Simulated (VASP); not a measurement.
Write the native input for VASP 6.6.1 that does the following.

```yaml
Task: single point
Functional: r2SCAN
Potentials_or_basis: VASP PAW PBE potentials, release 64 (Al, Ru_pv)
Cutoff: 520 eV
k_mesh: 18 × 18 × 18
Occupations: gaussian, width 0.1 eV
Spin: no spin polarisation
Dipole_correction: no
Further_INCAR_settings: ALGO = Normal; EDIFF = 1e-06; NBANDS = 17
```

The system is Al2Ru.

```
Al Ru
1.0
    -1.57486    1.57486    4.23724
     1.57486   -1.57486    4.23724
     1.57486    1.57486   -4.23724
Al Ru
2 1
Direct
  0.65936 0.65936 0.00000
  0.34064 0.34064 0.00000
  0.00000 0.00000 0.00000
```

The input as run:

POSCAR

```
Al2Ru
1.0
   -1.5748567099      1.5748567099      4.2372364874
    1.5748567099     -1.5748567099      4.2372364874
    1.5748567099      1.5748567099     -4.2372364874
Al Ru
2 1
Direct
    0.6593576066      0.6593576066      0.0000000000
    0.3406423934      0.3406423934      0.0000000000
    0.0000000000      0.0000000000      0.0000000000
```

INCAR.step1

```
SYSTEM = Al2Ru
ALGO = Normal ; EDIFF = 1E-4
ENCUT = 520 ; GGA = PE
ISMEAR = 0 ; LASPH = .True.
LCHARG = .False. ; LREAL = .False.
LWAVE = .True. ; NBANDS = 17
NELM = 80 ; PREC = Accurate
SIGMA = 0.1
```

INCAR.step2

```
SYSTEM = Al2Ru
ALGO = Normal ; EDIFF = 1E-6
ENCUT = 520 ; ISIF = 2
ISMEAR = 0 ; ISTART = 1
LASPH = .True. ; LCHARG = .False.
LMIXTAU = .True. ; LREAL = .False.
LWAVE = .False. ; METAGGA = R2SCAN
NBANDS = 17 ; NELM = 80
PREC = Accurate ; SIGMA = 0.1
```

KPOINTS

```
k-points
0
Gamma
  18 18 18
  0 0 0
```

Potentials or basis: VASP PAW PBE potentials, release 64 (Al, Ru_pv).

Run with:

```sh
$ cat potpaw_PBE.64/Al/POTCAR potpaw_PBE.64/Ru_pv/POTCAR > POTCAR
$ cp INCAR.step1 INCAR
$ mpirun -np 1 vasp_std > vasp.out
$ cp INCAR.step2 INCAR
$ mpirun -np 1 vasp_std > vasp.out
```

Results of the run:

| Item | Value |
| --- | --- |
| Pressure | -3.9 GPa |
| Largest force | 0.051 eV/Å |
| Band gap on the k mesh | zero (bands 10 and 11 overlap by 0.06 eV) |

Caveat: the cell stands under tension; the PAW data sets were made with another functional, which shifts forces and pressure a little.

Run time: 58 min on 1 thread of Oxide Virtual Turin-like Processor, with other jobs on the host, peak memory 0.44 GiB.
